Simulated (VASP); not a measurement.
**CaO: single point with PBE**

CaO:

```
CELL_PARAMETERS angstrom
0.00000 2.41542 2.41542
2.41542 0.00000 2.41542
2.41542 2.41542 0.00000
ATOMIC_POSITIONS crystal
Ca 0.50000 0.50000 0.50000
O 0.00000 0.00000 0.00000
```

- Program: VASP 6.6.1
- Task: single point
- Functional: PBE
- Potentials or basis: VASP PAW PBE potentials, release 64 (Ca_sv, O)
- Cutoff: 520 eV
- k mesh: 18 × 18 × 18
- Occupations: gaussian, width 0.05 eV
- Spin: no spin polarisation
- Dipole correction: no
- Further INCAR settings: ALGO = Normal; EDIFF = 1e-06; NBANDS = 15

The pressure is 0.5 GPa and the band gap on the k mesh is 3.64 eV, indirect (least direct gap 4.02 eV).

Levels at points of the mesh, in eV from the valence-band top:
| k point | band 5 | band 6 | band 7 | band 8 | band 9 | band 10 | band 11 | band 12 |
| --- | --- | --- | --- | --- | --- | --- | --- | --- |
| (0.00, 0.00, 0.00) | -15.50 | 0.00 | 0.00 | 0.00 | 4.59 | 6.19 | 6.19 | 6.19 |
| (0.50, 0.00, 0.00) | -14.37 | -2.60 | -1.17 | -1.17 | 6.98 | 8.27 | 8.27 | 8.39 |
| (0.50, 0.50, 0.00) | -15.26 | -1.31 | -0.38 | -0.38 | 3.64 | 7.93 | 8.81 | 9.43 |

Run time: 49 s on 1 thread of Intel(R) Xeon(R) Platinum 8488C (Sapphire Rapids) (shared host), peak memory 0.21 GiB.

A k mesh can miss the band edges. PBE gaps usually lie below the measured ones, often by a third to a half.
